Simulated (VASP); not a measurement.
# Ba (P6/mmm) in VASP: relaxation of cell and atoms with LDA

Aim: the relaxation of cell and atoms of Ba with LDA.

Everything below comes from runs of VASP 6.6.1. Logs are shortened: lines on timing, memory, paths and dates and some standing lists are left out, and cuts for length are marked.

### 1 The cell of the first run

The structure is hexagonal, space group P6/mmm (No. 191). Conventional cell: a = 7.069 Å, b = 7.069 Å, c = 4.333 Å, α = 90.00°, β = 90.00°, γ = 120.00°. Within 5.7 Å of Ba (site symmetry 6/mmm) lie 14 Ba at 4.33 to 4.62 Å. Within 5.4 Å of Ba (site symmetry -6m2) lie 11 Ba at 4.08 to 4.62 Å.

This isn't the form of Ba at room conditions, which is bcc.

### 2 Relaxation of cell and atoms, LDA

INCAR reads:

```
SYSTEM = Ba
PREC = Accurate
ENCUT = 600
EDIFF = 1E-6
ISMEAR = -1
SIGMA = 0.1
LREAL = .False.
LASPH = .True.
NELM = 80
ALGO = Normal
ISIF = 3
LWAVE = .False.
LCHARG = .False.
GGA = CA
IBRION = 2
NSW = 80
EDIFFG = -0.01
```

KPOINTS reads:

```
regular mesh
0
Gamma
  5 5 7
  0 0 0
```

POSCAR reads:

```
Ba
1.0
    7.0686539647      0.0000000000      0.0000000000
   -3.5343269823      6.1216339040      0.0000000000
    0.0000000000      0.0000000000      4.3330848804
Ba
3
Direct
    0.0000000000      0.0000000000      0.0000000000
    0.3333333333      0.6666666667      0.5000000000
    0.6666666667      0.3333333333      0.5000000000
```

Potentials or basis: VASP PAW LDA potentials, release 64 (Ba_sv).

Started as:

```bash
$ cat potpaw_LDA.64/Ba_sv/POTCAR > POTCAR
$ mpirun -np 1 vasp_std > vasp.out
```

OUTCAR:

```text
SYSTEM = Ba
   PREC = Accurate
   ENCUT = 600
   EDIFF = 1E-6
   ISMEAR = -1
   LREAL = .False.
   LASPH = .True.
   NELM = 80
   ISIF = 3
   GGA = CA
   IBRION = 2
   NSW = 80
   EDIFFG = -0.01

 ion  position               nearest neighbor table
   1  0.000  0.000  0.000-   2 4.62   3 4.62   2 4.62   3 4.62   2 4.62   2 4.62   3 4.62   3 4.62
                             3 4.62   3 4.62   2 4.62   2 4.62
   2  0.333  0.667  0.500-   3 4.08   3 4.08   3 4.08   1 4.62   1 4.62   1 4.62   1 4.62   1 4.62
                             1 4.62
   3  0.667  0.333  0.500-   2 4.08   2 4.08   2 4.08   1 4.62   1 4.62   1 4.62   1 4.62   1 4.62
                             1 4.62

  LATTYP: Found a hexagonal cell.
 ALAT       =     7.0686539647
 C/A-ratio  =     0.6130000000

  Lattice vectors:

 A1 = (   7.0686539647,   0.0000000000,   0.0000000000)
 A2 = (  -3.5343269823,   6.1216339040,   0.0000000000)
 A3 = (   0.0000000000,   0.0000000000,   4.3330848804)

Analysis of symmetry for initial positions (statically):
=====================================================================
 Subroutine PRICEL returns:
 Original cell was already a primitive cell.

 Routine SETGRP: Setting up the symmetry group for a
 hexagonal supercell.

 Subroutine GETGRP returns: Found 24 space group operations
 (whereof 24 operations were pure point group operations)
 out of a pool of 24 trial point group operations.

The static configuration has the point symmetry D_6h.

Analysis of symmetry for dynamics (positions and initial velocities):
=====================================================================
 Subroutine PRICEL returns:
 Original cell was already a primitive cell.

 Routine SETGRP: Setting up the symmetry group for a
 hexagonal supercell.

 Subroutine GETGRP returns: Found 24 space group operations
 (whereof 24 operations were pure point group operations)
 out of a pool of 24 trial point group operations.

The dynamic configuration has the point symmetry D_6h.

 Subroutine INISYM returns: Found 24 space group operations
 (whereof 24 operations are pure point group operations),
 and found     1 'primitive' translations

----------------------------------------------------------------------------------------

                                     Primitive cell

  volume of cell :     187.5000

  direct lattice vectors                    reciprocal lattice vectors
     7.068653965  0.000000000  0.000000000     0.141469650  0.081677540  0.000000000
    -3.534326982  6.121633904  0.000000000     0.000000000  0.163355081  0.000000000
     0.000000000  0.000000000  4.333084880     0.000000000  0.000000000  0.230782463

  length of vectors
     7.068653965  7.068653965  4.333084880     0.163355081  0.163355081  0.230782463

  position of ions in fractional coordinates (direct lattice)
     0.000000000  0.000000000  0.000000000
     0.333333333  0.666666667  0.500000000
     0.666666667  0.333333333  0.500000000

  ion indices of the primitive-cell ions
   primitive index   ion index
                 1           1
                 2           2
                 3           3

----------------------------------------------------------------------------------------

 KPOINTS: regular mesh

Automatic generation of k-mesh.
 Grid dimensions read from file:
 generate k-points for:    5    5    7

 Generating k-lattice:

  Cartesian coordinates                     Fractional coordinates (reciprocal lattice)
     0.028293930  0.016335508  0.000000000     0.200000000  0.000000000  0.000000000
     0.000000000  0.032671016  0.000000000     0.000000000  0.200000000  0.000000000
     0.000000000  0.000000000  0.032968923     0.000000000  0.000000000  0.142857143

  Length of vectors
     0.032671016  0.032671016  0.032968923

  Shift w.r.t. Gamma in fractional coordinates (k-lattice)
     0.000000000  0.000000000  0.000000000

 Subroutine IBZKPT returns following result:
 ===========================================

 Found     20 irreducible k-points:

 Following reciprocal coordinates:
            Coordinates               Weight
  0.000000  0.000000  0.000000      1.000000
  0.200000  0.000000  0.000000      6.000000
  0.400000  0.000000  0.000000      6.000000
  0.200000  0.200000  0.000000      6.000000
  0.400000  0.200000  0.000000      6.000000
  0.000000  0.000000  0.142857      2.000000
[... 12 lines left out ...]
  0.200000  0.200000  0.428571     12.000000
  0.400000  0.200000  0.428571     12.000000
   k-points           NKPTS =     20   k-points in BZ     NKDIM =     20   number of bands    NBANDS=     19
   number of dos      NEDOS =    301   number of ions     NIONS =      3
   total plane-waves  NPLWV = 112896
   dimension x,y,z NGX =    56 NGY =   56 NGZ =   36
   dimension x,y,z NGXF=   112 NGYF=  112 NGZF=   72
   ions per type =               3
   NGX,Y,Z   is equivalent  to a cutoff of  13.17, 13.17, 13.81 a.u.
   NGXF,Y,Z  is equivalent  to a cutoff of  26.34, 26.34, 27.62 a.u.
 SYSTEM =  Ba
   PREC   = accura    normal or accurate (medium, high low for compatibility)
   ISTART =      0    job   : 0-new  1-cont  2-samecut
   ICHARG =      2    charge: 1-file 2-atom 10-const
   ISPIN  =      1    spin polarized calculation?
   LNONCOLLINEAR =      F non collinear calculations
   LSORBIT =      F    spin-orbit coupling
   LASPH  =      T    aspherical Exc in radial PAW
   ENCUT  =  600.0 eV  44.10 Ry    6.64 a.u.  14.12 14.12  8.65*2*pi/ulx,y,z
   NELM   =     80;   NELMIN=  2; NELMDL= -5     # of ELM steps
   EDIFF  = 0.1E-05   stopping-criterion for ELM
   LREAL  =      F    real-space projection
   EDIFFG = -.1E-01   stopping-criterion for IOM
   NSW    =     80    number of steps for IOM
   IBRION =      2    ionic relax: 0-MD 1-quasi-New 2-CG
   NFREE  =      1    steps in history (QN), initial steepest desc. (CG)
   ISIF   =      3    stress and relaxation
   ISYM   =      2    0-nonsym 1-usesym 2-fastsym
   POTIM  = 0.5000    time-step for ionic-motion
   TEBEG  =    0.0;   TEEND  =   0.0 temperature during run
   PSTRESS=    0.0 pullay stress
   NELECT =      30.0000    total number of electrons
   NUPDOWN=      -1.0000    fix difference up-down
   EMIN   =  10.00;   EMAX   =-10.00  energy-range for DOS
   EFERMI =   0.00;   METHOD = LEGACY
   ISMEAR =    -1;   SIGMA  =   0.10  broadening in eV -4-tet -1-fermi 0-gaus
   EFERMI_NEDOS =   21; number of points for ismear=-14 and -15
   IALGO  =     38    algorithm
   IMIX   =      4    mixing-type and parameters
     AMIX     =   0.40;   BMIX     =  1.00
     AMIX_MAG =   1.60;   BMIX_MAG =  1.00
  volume/ion in A,a.u.               =      62.50       421.77
  Fermi-wavevector in a.u.,A,eV,Ry     =   0.888754  1.679501 10.747016  0.789883
  Thomas-Fermi vector in A             =   2.010225
   LORBIT       =      0    0 simple, 1 ext, 2 COOP (PROOUT), +10 PAW based schemes
   GGA     = CA    functional components
   LHFCALC =     F    Hartree Fock is set to
   AEXX    =    0.0000 exact exchange contribution
   IVDW    =     0    specifies the selected vdW correction
   LEPSILON=     F    determine dielectric tensor
   LRPA    =     F    only Hartree local field effects (RPA)
 conjugate gradient relaxation of ions
 non-spin polarized calculation
  energy-cutoff  :      600.00
  volume of cell :      187.50
 maximum number of plane-waves:      6287
   NGX = 29   NGY = 29   NGZ = 17

--------------------------------------- Ionic step        1  -------------------------------------------

 number of electron      29.9999999 magnetization

 Free energy of the ion-electron system (eV)
  ---------------------------------------------------
  ext. energy  EPLUGINS =         0.00000000
  ---------------------------------------------------
  free energy    TOTEN  =        -6.58366006 eV

  energy without entropy =       -6.39292045  energy(sigma->0) =       -6.48829026

------------------------ aborting loop because EDIFF is reached ----------------------------------------

  FORCE on cell =-STRESS in cart. coord.  units (eV):
  Direction    XX          YY          ZZ          XY          YZ          ZX
  --------------------------------------------------------------------------------------
  -------------------------------------------------------------------------------------
  Total       -1.0856373     -1.0856373     -1.7042789     -0.0000000     -0.0000000      0.0000000
  in kB       -9.2767118     -9.2767118    -14.5629704     -0.0000000     -0.0000000      0.0000000
  external PRESSURE =     -11.0387980 kB  Pullay stress =       0.0000000 kB

 VOLUME and BASIS-vectors are now :
 -----------------------------------------------------------------------------
  energy-cutoff  :      600.00
  volume of cell :      187.50
      direct lattice vectors                 reciprocal lattice vectors
     7.068653965  0.000000000  0.000000000     0.141469650  0.081677540  0.000000000
    -3.534326982  6.121633904  0.000000000     0.000000000  0.163355081  0.000000000
     0.000000000  0.000000000  4.333084880     0.000000000  0.000000000  0.230782463
[... 75 lines left out ...]
 POSITION                                       TOTAL-FORCE (eV/Angst)
 -----------------------------------------------------------------------------------
      0.00000     -0.00000      4.09185        -0.000000      0.000000      0.000000
     -0.00000      3.93636      2.04592         0.000000     -0.000000      0.000000
      3.40899      1.96818      2.04592         0.000000      0.000000     -0.000000
 -----------------------------------------------------------------------------------
    total drift:                                0.000000     -0.000000      0.000000

  FREE ENERGIE OF THE ION-ELECTRON SYSTEM (eV)
  ---------------------------------------------------
  free  energy   TOTEN  =        -6.6809451791 eV

  energy  without entropy=       -6.4971612871  energy(sigma->0) =       -6.58905323

--------------------------------------- Ionic step        4  -------------------------------------------

 number of electron      30.0000000 magnetization

 Free energy of the ion-electron system (eV)
  ---------------------------------------------------
  ext. energy  EPLUGINS =         0.00000000
  ---------------------------------------------------
  free energy    TOTEN  =        -6.68150370 eV

  energy without entropy =       -6.49805244  energy(sigma->0) =       -6.58977807

 E-fermi :   1.9595     XC(G=0):  -8.1096

 val. band max:        1.9295244642   @ k =   0.2000   0.0000   0.4286
 cond. band min:       2.0084690448   @ k =   0.4000   0.2000   0.4286
 fundamental gap:      0.0789445806
 Fermi energy:         1.9594826257

 k-point     1 :       0.0000    0.0000    0.0000
  band No.  band energies     occupation
      1     -26.6809      2.00000
      2     -26.5751      2.00000
      3     -26.5018      2.00000
      4     -12.1540      2.00000
      5     -12.1540      2.00000
      6     -11.8990      2.00000
[... 11 lines left out ...]
     18       2.7152      0.00104
     19       2.7152      0.00104
[... 438 lines left out ...]
 POSITION                                       TOTAL-FORCE (eV/Angst)
 -----------------------------------------------------------------------------------
      3.39810      5.88569     -0.00000        -0.000000      0.000000      0.000000
     -0.00000      3.92379      2.03545        -0.000000     -0.000000      0.000000
      3.39810      1.96190      2.03545         0.000000      0.000000     -0.000000
 -----------------------------------------------------------------------------------
    total drift:                                0.000000     -0.000000      0.000000

  FREE ENERGIE OF THE ION-ELECTRON SYSTEM (eV)
  ---------------------------------------------------
  free  energy   TOTEN  =        -6.6815036959 eV

  energy  without entropy=       -6.4980524408  energy(sigma->0) =       -6.58977807

 reached required accuracy - stopping structural energy minimisation
```

It took 5.2 min on 1 thread of Intel Xeon 8259CL, shared host; peak memory 0.3 GiB.

What came out:

| Property | Result |
| --- | --- |
| Free energy | -6.6815 eV |
| Relaxed volume | 54.28 Å³/atom |
| Relaxed cell | a = 6.796 Å, b = 6.796 Å, c = 4.071 Å, α = 90.00°, β = 90.00°, γ = 120.00° |
| Space group after relaxing (to 0.1 Å) | P6/mmm (No. 191) |
| Energy gained by relaxing | 32.6 meV/atom |
| Ionic steps | 4 |
| Pressure after relaxing | 0.0 GPa |
| Band gap on the k mesh | zero (bands 15 and 16 overlap by 0.77 eV) |

The path:
| step | energy change (eV) | largest force (eV/Å) | pressure (GPa) | volume (Å³) |
| --- | --- | --- | --- | --- |
| 1 | 0.0000 | 0.0000 | -1.10 | 187.50 |
| 2 | -0.0675 | 0.0000 | -0.67 | 176.05 |
| 3 | -0.0973 | 0.0000 | -0.10 | 164.73 |
| 4 | -0.0978 | 0.0000 | 0.01 | 162.84 |

Final structure:
```
Ba
1.0
     6.79621    0.00000    0.00000
    -3.39810    5.88569    0.00000
     0.00000    0.00000    4.07091
Ba
3
Direct
  0.00000 0.00000 0.00000
  0.33333 0.66667 0.50000
  0.66667 0.33333 0.50000
```

Levels at points of the mesh, in eV from the Fermi level:
| k point | band 11 | band 12 | band 13 | band 14 | band 15 | band 16 | band 17 | band 18 | band 19 |
| --- | --- | --- | --- | --- | --- | --- | --- | --- | --- |
| (0.00, 0.00, 0.00) | -13.44 | -13.41 | -2.81 | -0.48 | 0.66 | 0.71 | 0.71 | 0.76 | 0.76 |

Caveat: spin-orbit coupling is left out, which moves the levels of the heavy elements.
